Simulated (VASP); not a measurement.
Ca4Br, 5 atoms in the cell. The structure is hexagonal, space group P6/mmm (No. 191). Conventional cell: a = 5.904 Å, b = 5.904 Å, c = 5.004 Å, α = 90.00°, β = 90.00°, γ = 120.00°. Ca (site symmetry mmm) has 6 Ca at 2.95 Å and 4 Br at 3.87 Å within 3.9 Å. Within 3.3 Å of Ca (site symmetry 6/mmm) lie 2 Br at 2.50 Å and 6 Ca at 2.95 Å. Br (site symmetry 6/mmm) has 2 Ca at 2.50 Å within 3.3 Å. 

```yaml
Program: VASP 6.6.1
Task: single point
Functional: PBE
Potentials_or_basis: VASP PAW PBE potentials, release 64 (Ca_sv, Br)
Cutoff: 520 eV
k_mesh: 3 × 3 × 4
Occupations: gaussian, width 0.1 eV
Spin: no spin polarisation
Dipole_correction: no
Further_INCAR_settings: ALGO = Normal; EDIFF = 1e-07; NBANDS = 32
```

Potentials or basis: VASP PAW PBE potentials, release 64 (Ca_sv, Br).

The run is started by

```bash
$ cat potpaw_PBE.64/Ca_sv/POTCAR potpaw_PBE.64/Br/POTCAR > POTCAR
$ mpirun -np 1 vasp_std > vasp.out
```

Hardware: 1 thread of Intel Xeon 8259CL, with other jobs on the host.

Question: How long does it take, and how much memory?

Answer: Run time: 100 s on 1 thread of Intel Xeon 8259CL, with other jobs on the host, peak memory 0.3 GiB. Counts: scf iterations 17, k points 9.
